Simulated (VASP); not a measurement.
Here is a VASP 6.6.1 calculation.

The input INCAR:

```
  PREC = Accurate
  ENCUT = 520
  EDIFF = 1E-6
  ISMEAR = 0
  SIGMA = 0.15
  LREAL = False
  LASPH = True
  NELM = 80
  ALGO = Normal
  ISIF = 2
  LWAVE = False
  LCHARG = False
  GGA = CA
  NBANDS = 11
```

The input KPOINTS:

```
regular mesh
0
Gamma
  24 24 6
```

Contents of POSCAR:

```
C
1.0
    2.4561701622      0.0000000000      0.0000000000
   -1.2280850811      2.1271057565      0.0000000000
    0.0000000000      0.0000000000      8.5238033600
C
2
Direct
    0.4241540011      0.7331520099     -0.0117318521
    0.6666666667      0.3333333333      0.0000000000
```

Potentials or basis: VASP PAW LDA potentials, release 64 (C).

Command:

```sh
$ cat potpaw_LDA.64/C/POTCAR > POTCAR
$ mpirun -np 1 vasp_std > vasp.out
```

Predict the largest force.

8.629 eV/Å.

Estimate the band gap on the k mesh.

zero (bands 4 and 5 overlap by 0.43 eV).

Forces on the atoms (eV/Å):
```
C   -4.585 -7.182  1.365
C    4.585  7.182 -1.365
```

Caveat: the cell differs from its parent crystal (atom 1 (C) moved by (+0.200, -0.100) A along [1 1 0] and z).
